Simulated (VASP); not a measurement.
Runs of VASP 6.6.1 on CaI. The structure is that of space group P-6m2 (No. 187), or close to it. The cells are those of the table. 

```tsv
task	level	cell	cutoff (eV)	gap on the mesh (eV)	pressure (GPa)	relaxed volume (Å³/atom)
single point	PBE+D3(BJ)	a = 4.046, b = 4.046, c = 4.464 Å, angles 90.0, 90.0, 120.0°, 2 atoms	520	none	0.1	-
relaxation of cell and atoms	r2SCAN	relaxed from a = 4.147, b = 4.147, c = 4.576 Å, angles 90.0, 90.0, 120.0°, 2 atoms	600	none	0.0	33.47
single point	r2SCAN	a = 4.134, b = 4.134, c = 4.499 Å, angles 90.0, 90.0, 120.0°, 2 atoms	520	none	0.1	-
relaxation of cell and atoms	r2SCAN+D4	relaxed from a = 4.147, b = 4.147, c = 4.576 Å, angles 90.0, 90.0, 120.0°, 2 atoms	600	none	0.0	32.82
relaxation of cell and atoms	PBE+D3(BJ)	relaxed from a = 4.147, b = 4.147, c = 4.576 Å, angles 90.0, 90.0, 120.0°, 2 atoms	600	none	0.0	(a)
single point	r2SCAN+D4	a = 4.112, b = 4.112, c = 4.464 Å, angles 90.0, 90.0, 120.0°, 2 atoms	520	none	0.1	-
```

Alike in all rows: potentials or basis VASP PAW PBE potentials, release 64 (Ca_sv, I); no spin polarisation; k mesh 8 × 8 × 7; smearing fermi-dirac 0.1 eV.

Estimate the missing entries.

(a) 31.72.

Caveats: spin-orbit coupling is left out, which moves the levels of the heavy elements; an odd number of electrons without spin polarisation forces a metal; a magnetic or distorted state may lie lower; the PAW data sets were made with another functional, which shifts forces and pressure a little (at least some runs).

A k mesh can miss the band edges, and the runs leave out spin-orbit coupling on I.

A gap of «none» marks levels without a gap at the run's occupations.
